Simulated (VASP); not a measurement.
**RuAu: single point with PBE**

Crystal: RuAu.

```
CELL_PARAMETERS angstrom
3.12204 0.00000 0.00000
0.00000 3.12204 0.00000
0.00000 0.00000 3.12204
ATOMIC_POSITIONS crystal
Ru 0.00000 0.00000 0.00000
Au 0.50000 0.50000 0.50000
```

This cell differs from its parent crystal: volume scaled by 0.96.

* Program: VASP 6.6.1
* Task: single point
* Functional: PBE
* Potentials or basis: VASP PAW PBE potentials, release 64 (Ru_pv, Au)
* Cutoff: 520 eV
* k mesh: 8 × 8 × 8
* Occupations: fermi-dirac, width 0.05 eV
* Spin: no spin polarisation

```yaml
Pressure: 9.6 GPa
```

Levels at points of the mesh, in eV from the Fermi level:
| k point | band 10 | band 11 | band 12 | band 13 | band 14 | band 15 |
| --- | --- | --- | --- | --- | --- | --- |
| (0.00, 0.00, 0.00) | -1.20 | -1.20 | 0.58 | 0.58 | 0.58 | 7.74 |
| (0.50, 0.00, 0.00) | -3.07 | -1.82 | -1.82 | -1.76 | -0.55 | 1.48 |
| (0.50, 0.50, 0.00) | -0.82 | 0.14 | 0.14 | 0.48 | 0.87 | 0.87 |
| (0.50, 0.50, 0.50) | -2.80 | -2.80 | 0.55 | 0.55 | 3.56 | 8.92 |

It took 7.1 s on 1 thread of Intel(R) Xeon(R) 6975P-C (Granite Rapids), on a shared host, peak memory 0.14 GiB.

Caveat: spin-orbit coupling is left out, which moves the levels of the heavy elements.
